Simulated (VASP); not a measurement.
# ZnS in VASP: a series of runs

ZnS is run at these levels: PBEsol; tasks: single point, relaxation of cell and atoms.

All numbers are computed with VASP 6.6.1; they aren't measurements. Logs are shortened: lines on timing, memory, paths and dates and some standing lists are left out, and cuts for length are marked.

## Step 1: The cell of the first run

It takes space group F-43m (No. 216, cubic). The conventional cell has a = 5.314 Å, b = 5.314 Å, c = 5.314 Å, α = 90.00°, β = 90.00°, γ = 90.00°. Within 3.0 Å of Zn (site symmetry -43m) lie 4 S at 2.30 Å. Within 3.0 Å of S (site symmetry -43m) lie 4 Zn at 2.30 Å.

## Step 2: Single point, PBEsol

INCAR

```
SYSTEM = ZnS
ALGO = Normal ; EDIFF = 1E-6
ENCUT = 500 ; GGA = PS
GGA_COMPAT = .False. ; ISIF = 2
ISMEAR = -1 ; LASPH = .True.
LCHARG = .False. ; LREAL = .False.
LWAVE = .False. ; NBANDS = 16
NELM = 120 ; PREC = Accurate
SIGMA = 0.05
```

KPOINTS

```
k-points
0
Gamma
  9 9 9
  0 0 0
```

POSCAR

```
ZnS
1.0
    0.0000000000      2.6568881227      2.6568881227
    2.6568881227      0.0000000000      2.6568881227
    2.6568881227      2.6568881227      0.0000000000
Zn S
1 1
Direct
    0.7500000000      0.7500000000      0.7500000000
    0.0000000000      0.0000000000      0.0000000000
```

Potentials or basis: VASP PAW PBE potentials, release 64 (Zn, S).

Launch:

```
$ cat potpaw_PBE.64/Zn/POTCAR potpaw_PBE.64/S/POTCAR > POTCAR
$ mpirun -np 1 vasp_std > vasp.out
```

OUTCAR:

```text
SYSTEM = ZnS
   EDIFF = 1E-6
   ENCUT = 500
   GGA = PS
   ISIF = 2
   ISMEAR = -1
   LASPH = .True.
   LREAL = .False.
   NELM = 120
   PREC = Accurate

 ion  position               nearest neighbor table
   1  0.750  0.750  0.750-   2 2.30   2 2.30   2 2.30   2 2.30
   2  0.000  0.000  0.000-   1 2.30   1 2.30   1 2.30   1 2.30

  LATTYP: Found a face centered cubic cell.
 ALAT       =     5.3137762454

  Lattice vectors:

 A1 = (   0.0000000000,   2.6568881227,   2.6568881227)
 A2 = (   2.6568881227,   0.0000000000,   2.6568881227)
 A3 = (   2.6568881227,   2.6568881227,   0.0000000000)

Analysis of symmetry for initial positions (statically):
=====================================================================
 Subroutine PRICEL returns:
 Original cell was already a primitive cell.

 Routine SETGRP: Setting up the symmetry group for a
 face centered cubic supercell.

 Subroutine GETGRP returns: Found 24 space group operations
 (whereof 24 operations were pure point group operations)
 out of a pool of 48 trial point group operations.

The static configuration has the point symmetry T_d .

Analysis of symmetry for dynamics (positions and initial velocities):
=====================================================================
 Subroutine PRICEL returns:
 Original cell was already a primitive cell.

 Routine SETGRP: Setting up the symmetry group for a
 face centered cubic supercell.

 Subroutine GETGRP returns: Found 24 space group operations
 (whereof 24 operations were pure point group operations)
 out of a pool of 48 trial point group operations.

The dynamic configuration has the point symmetry T_d .

 Subroutine INISYM returns: Found 24 space group operations
 (whereof 24 operations are pure point group operations),
 and found     1 'primitive' translations

----------------------------------------------------------------------------------------

                                     Primitive cell

  volume of cell :      37.5102

  direct lattice vectors                    reciprocal lattice vectors
     0.000000000  2.656888123  2.656888123    -0.188190084  0.188190084  0.188190084
     2.656888123  0.000000000  2.656888123     0.188190084 -0.188190084  0.188190084
     2.656888123  2.656888123  0.000000000     0.188190084  0.188190084 -0.188190084

  length of vectors
     3.757407217  3.757407217  3.757407217     0.325954788  0.325954788  0.325954788

  position of ions in fractional coordinates (direct lattice)
     0.750000000  0.750000000  0.750000000
     0.000000000  0.000000000  0.000000000

  ion indices of the primitive-cell ions
   primitive index   ion index
                 1           1
                 2           2

----------------------------------------------------------------------------------------

 KPOINTS: k-points

Automatic generation of k-mesh.
 Grid dimensions read from file:
 generate k-points for:    9    9    9

 Generating k-lattice:

  Cartesian coordinates                     Fractional coordinates (reciprocal lattice)
    -0.020910009  0.020910009  0.020910009     0.111111111  0.000000000  0.000000000
     0.020910009 -0.020910009  0.020910009     0.000000000  0.111111111  0.000000000
     0.020910009  0.020910009 -0.020910009     0.000000000  0.000000000  0.111111111

  Length of vectors
     0.036217199  0.036217199  0.036217199

  Shift w.r.t. Gamma in fractional coordinates (k-lattice)
     0.000000000  0.000000000  0.000000000

 Subroutine IBZKPT returns following result:
 ===========================================

 Found     35 irreducible k-points:

 Following reciprocal coordinates:
            Coordinates               Weight
  0.000000  0.000000  0.000000      1.000000
  0.111111  0.000000  0.000000      8.000000
  0.222222  0.000000  0.000000      8.000000
  0.333333  0.000000  0.000000      8.000000
  0.444444  0.000000  0.000000      8.000000
  0.111111  0.111111  0.000000      6.000000
[... 16 lines left out ...]
 -0.333333  0.333333  0.000000     12.000000
  0.444444  0.444444  0.000000      6.000000
 [... further k-points ...]
   k-points           NKPTS =     35   k-points in BZ     NKDIM =     35   number of bands    NBANDS=     16
   number of dos      NEDOS =    301   number of ions     NIONS =      2
   total plane-waves  NPLWV =  21952
   dimension x,y,z NGX =    28 NGY =   28 NGZ =   28
   dimension x,y,z NGXF=    56 NGYF=   56 NGZF=   56
   ions per type =               1   1
   NGX,Y,Z   is equivalent  to a cutoff of  12.39, 12.39, 12.39 a.u.
   NGXF,Y,Z  is equivalent  to a cutoff of  24.78, 24.78, 24.78 a.u.
 SYSTEM =  ZnS
   PREC   = accura    normal or accurate (medium, high low for compatibility)
   ISTART =      0    job   : 0-new  1-cont  2-samecut
   ICHARG =      2    charge: 1-file 2-atom 10-const
   ISPIN  =      1    spin polarized calculation?
   LNONCOLLINEAR =      F non collinear calculations
   LSORBIT =      F    spin-orbit coupling
   LASPH  =      T    aspherical Exc in radial PAW
   ENCUT  =  500.0 eV  36.75 Ry    6.06 a.u.   6.85  6.85  6.85*2*pi/ulx,y,z
   NELM   =    120;   NELMIN=  2; NELMDL= -5     # of ELM steps
   EDIFF  = 0.1E-05   stopping-criterion for ELM
   LREAL  =      F    real-space projection
[... 7 lines left out ...]
   TEBEG  =    0.0;   TEEND  =   0.0 temperature during run
   PSTRESS=    0.0 pullay stress
   NELECT =      18.0000    total number of electrons
   NUPDOWN=      -1.0000    fix difference up-down
   EMIN   =  10.00;   EMAX   =-10.00  energy-range for DOS
   EFERMI =   0.00;   METHOD = LEGACY
   ISMEAR =    -1;   SIGMA  =   0.05  broadening in eV -4-tet -1-fermi 0-gaus
   EFERMI_NEDOS =   21; number of points for ismear=-14 and -15
   IALGO  =     38    algorithm
   IMIX   =      4    mixing-type and parameters
     AMIX     =   0.40;   BMIX     =  1.00
     AMIX_MAG =   1.60;   BMIX_MAG =  1.00
  volume/ion in A,a.u.               =      18.76       126.57
  Fermi-wavevector in a.u.,A,eV,Ry     =   1.281688  2.422040 22.350627  1.642725
  Thomas-Fermi vector in A             =   2.414044
   LORBIT       =      0    0 simple, 1 ext, 2 COOP (PROOUT), +10 PAW based schemes
   GGA     = PS    functional components
   LHFCALC =     F    Hartree Fock is set to
   AEXX    =    0.0000 exact exchange contribution
   IVDW    =     0    specifies the selected vdW correction
   LEPSILON=     F    determine dielectric tensor
   LRPA    =     F    only Hartree local field effects (RPA)
 non-spin polarized calculation
  energy-cutoff  :      500.00
  volume of cell :       37.51
 maximum number of plane-waves:       963
   NGX = 13   NGY = 13   NGZ = 13

 number of electron      18.0000018 magnetization

 Free energy of the ion-electron system (eV)
  ---------------------------------------------------
  ext. energy  EPLUGINS =         0.00000000
  ---------------------------------------------------
  free energy    TOTEN  =        -7.58169448 eV

  energy without entropy =       -7.58169448  energy(sigma->0) =       -7.58169448

 E-fermi :   3.5342     XC(G=0): -10.0889

 val. band max:        2.4993292393   @ k =   0.0000   0.0000   0.0000
 cond. band min:       4.6977734329   @ k =   0.0000   0.0000   0.0000
 fundamental gap:      2.1984441936
 Fermi energy:         3.5342193414

 k-point     1 :       0.0000    0.0000    0.0000
  band No.  band energies     occupation
      1     -11.0240      2.00000
      2      -4.0916      2.00000
      3      -4.0916      2.00000
      4      -4.0916      2.00000
      5      -3.5309      2.00000
      6      -3.5309      2.00000
[... 8 lines left out ...]
     15      14.2938      0.00000
     16      14.4212      0.00000

 k-point     2 :       0.1111    0.0000    0.0000
  band No.  band energies     occupation
      1     -10.9212      2.00000
      2      -4.0964      2.00000
      3      -4.0728      2.00000
      4      -4.0728      2.00000
      5      -3.5328      2.00000
      6      -3.5328      2.00000
[... 8 lines left out ...]
     15      13.7315      0.00000
     16      15.1109      0.00000

 k-point     3 :       0.2222    0.0000    0.0000
  band No.  band energies     occupation
      1     -10.6423      2.00000
      2      -4.0811      2.00000
      3      -4.0288      2.00000
      4      -4.0288      2.00000
      5      -3.5318      2.00000
      6      -3.5318      2.00000
[... 8 lines left out ...]
     15      13.3607      0.00000
     16      14.7993      0.00000

 k-point     4 :       0.3333    0.0000    0.0000
  band No.  band energies     occupation
      1     -10.2843      2.00000
      2      -3.9874      2.00000
      3      -3.9874      2.00000
      4      -3.9586      2.00000
      5      -3.5179      2.00000
      6      -3.5179      2.00000
[... 8 lines left out ...]
     15      14.0922      0.00000
     16      14.2886      0.00000

 k-point     5 :       0.4444    0.0000    0.0000
  band No.  band energies     occupation
      1     -10.0199      2.00000
      2      -3.9670      2.00000
      3      -3.9670      2.00000
      4      -3.5936      2.00000
      5      -3.4995      2.00000
      6      -3.4994      2.00000
[... 8 lines left out ...]
     15      15.5855      0.00000
     16      15.5855      0.00000

 k-point     6 :       0.1111    0.1111    0.0000
  band No.  band energies     occupation
      1     -10.8869      2.00000
      2      -4.1152      2.00000
      3      -4.0576      2.00000
      4      -4.0576      2.00000
      5      -3.5469      2.00000
      6      -3.5208      2.00000
[... 8 lines left out ...]
     15      14.4570      0.00000
     16      15.5220      0.00000

 k-point     7 :       0.2222    0.1111    0.0000
  band No.  band energies     occupation
      1     -10.6662      2.00000
      2      -4.1217      2.00000
      3      -4.0146      2.00000
      4      -4.0126      2.00000
      5      -3.5572      2.00000
      6      -3.5116      2.00000
[... 8 lines left out ...]
     15      14.3383      0.00000
     16      16.1038      0.00000

 k-point     8 :       0.3333    0.1111    0.0000
  band No.  band energies     occupation
      1     -10.3313      2.00000
      2      -4.0618      2.00000
      3      -3.9656      2.00000
      4      -3.9543      2.00000
      5      -3.5447      2.00000
      6      -3.4996      2.00000
[... 8 lines left out ...]
     15      14.7858      0.00000
     16      15.4369      0.00000

 k-point     9 :       0.4444    0.1111    0.0000
  band No.  band energies     occupation
      1     -10.0277      2.00000
      2      -3.9817      2.00000
      3      -3.9400      2.00000
      4      -3.7562      2.00000
      5      -3.4908      2.00000
      6      -3.4855      2.00000
[... 8 lines left out ...]
     15      15.5760      0.00000
     16      15.9488      0.00000
[... 172 lines left out ...]
 k-point    19 :      -0.2222    0.2222    0.0000
  band No.  band energies     occupation
      1     -10.1590      2.00000
      2      -3.9696      2.00000
      3      -3.9463      2.00000
      4      -3.9355      2.00000
      5      -3.5552      2.00000
      6      -3.4782      2.00000
[... 8 lines left out ...]
     15      16.2480      0.00000
     16      16.9617      0.00000

 k-point    20 :       0.3333    0.3333    0.0000
  band No.  band energies     occupation
      1     -10.0354      2.00000
      2      -4.1904      2.00000
      3      -3.8280      2.00000
      4      -3.8280      2.00000
      5      -3.5517      2.00000
      6      -3.4657      2.00000
[... 8 lines left out ...]
     15      15.6065      0.00000
     16      19.9070      0.00000

 k-point    21 :       0.4444    0.3333    0.0000
  band No.  band energies     occupation
      1      -9.8122      2.00000
      2      -4.1462      2.00000
      3      -3.7800      2.00000
      4      -3.7679      2.00000
      5      -3.4605      2.00000
      6      -3.4448      2.00000
[... 8 lines left out ...]
     15      16.2761      0.00000
     16      18.0631      0.00000

 k-point    22 :      -0.4444    0.3333    0.0000
  band No.  band energies     occupation
      1      -9.6823      2.00000
      2      -4.0520      2.00000
      3      -3.7775      2.00000
      4      -3.6881      2.00000
      5      -3.4807      2.00000
      6      -3.2172      2.00000
[... 8 lines left out ...]
     15      15.6167      0.00000
     16      17.9840      0.00000

 k-point    23 :      -0.3333    0.3333    0.0000
  band No.  band energies     occupation
      1      -9.7180      2.00000
      2      -3.9920      2.00000
      3      -3.8206      2.00000
      4      -3.6021      2.00000
      5      -3.5148      2.00000
      6      -3.2416      2.00000
[... 8 lines left out ...]
     15      14.2034      0.00000
     16      19.2559      0.00000

 k-point    24 :       0.4444    0.4444    0.0000
  band No.  band energies     occupation
      1      -9.6808      2.00000
      2      -4.1849      2.00000
      3      -3.7225      2.00000
      4      -3.7225      2.00000
      5      -3.4465      2.00000
      6      -3.3685      2.00000
[... 8 lines left out ...]
     15      16.2049      0.00000
     16      17.7143      0.00000

 [... further k-points ...]

------------------------ aborting loop because EDIFF is reached ----------------------------------------

  FORCE on cell =-STRESS in cart. coord.  units (eV):
  Direction    XX          YY          ZZ          XY          YZ          ZX
  --------------------------------------------------------------------------------------
  -------------------------------------------------------------------------------------
  Total        0.5137528      0.5137528      0.5137528      0.0000000      0.0000000      0.0000000
  in kB       21.9439592     21.9439592     21.9439592      0.0000000      0.0000000      0.0000000
  external PRESSURE =      21.9439592 kB  Pullay stress =       0.0000000 kB

 VOLUME and BASIS-vectors are now :
 -----------------------------------------------------------------------------
  energy-cutoff  :      500.00
  volume of cell :       37.51
      direct lattice vectors                 reciprocal lattice vectors
     0.000000000  2.656888123  2.656888123    -0.188190084  0.188190084  0.188190084
     2.656888123  0.000000000  2.656888123     0.188190084 -0.188190084  0.188190084
     2.656888123  2.656888123  0.000000000     0.188190084  0.188190084 -0.188190084

 POSITION                                       TOTAL-FORCE (eV/Angst)
 -----------------------------------------------------------------------------------
      3.98533      3.98533      3.98533         0.000000      0.000000      0.000000
      0.00000      0.00000      0.00000        -0.000000     -0.000000     -0.000000
 -----------------------------------------------------------------------------------
    total drift:                                0.000001      0.000001      0.000001

  FREE ENERGIE OF THE ION-ELECTRON SYSTEM (eV)
  ---------------------------------------------------
  free  energy   TOTEN  =        -7.5816944804 eV

  energy  without entropy=       -7.5816944804  energy(sigma->0) =       -7.58169448
```

It took 38 s on 1 thread of AMD EPYC 7R13, shared host; peak memory 0.13 GiB.

What came out:

- Free energy: -7.5817 eV
- Pressure: 2.2 GPa
- Band gap on the k mesh: 2.20 eV

Caveat: the PAW data sets were made with another functional, which shifts forces and pressure a little.

## Step 3: Single point, PBEsol

This run uses another cell than the first one, of 18.18 Å³/atom.

INCAR

```
SYSTEM = ZnS
ALGO = Normal
EDIFF = 1E-6
ENCUT = 500
GGA = PS
GGA_COMPAT = .False.
ISIF = 2
ISMEAR = -1
LASPH = .True.
LCHARG = .False.
LREAL = .False.
LWAVE = .False.
NBANDS = 16
NELM = 120
PREC = Accurate
SIGMA = 0.05
```

KPOINTS

```
k-points
0
Gamma
  7 7 7
  0 0 0
```

POSCAR

```
ZnS
1.0
    0.0000000000      2.5939200000      2.7020000000
    2.5939200000      0.0000000000      2.7020000000
    2.5939200000      2.5939200000      0.0000000000
Zn S
1 1
Direct
    0.7500000000      0.7500000000      0.7500000000
    0.0000000000      0.0000000000      0.0000000000
```

Potentials or basis: VASP PAW PBE potentials, release 64 (Zn, S).

Launch:

```
$ cat potpaw_PBE.64/Zn/POTCAR potpaw_PBE.64/S/POTCAR > POTCAR
$ mpirun -np 1 vasp_std > vasp.out
```

It took 39 s on 1 thread of AMD EPYC 7R13, shared host; peak memory 0.13 GiB.

The run converged. Its results:

```yaml
Free_energy: -7.5489 eV
Pressure: 5.1 GPa
Band_gap_on_the_k_mesh: 2.28 eV
```

Stress tensor (GPa, compression positive):
```
5.66 0.00 0.00
0.00 5.66 0.00
0.00 0.00 3.90
```

Levels at points of the mesh, in eV from the valence-band top:
| k point | band 7 | band 8 | band 9 | band 10 | band 11 | band 12 |
| --- | --- | --- | --- | --- | --- | --- |
| (0.00, 0.00, 0.00) | -0.17 | 0.00 | 0.00 | 2.28 | 6.18 | 6.20 |

Caveat: the cell stands under pressure; the PAW data sets were made with another functional, which shifts forces and pressure a little.

[end of part 1 of 2]
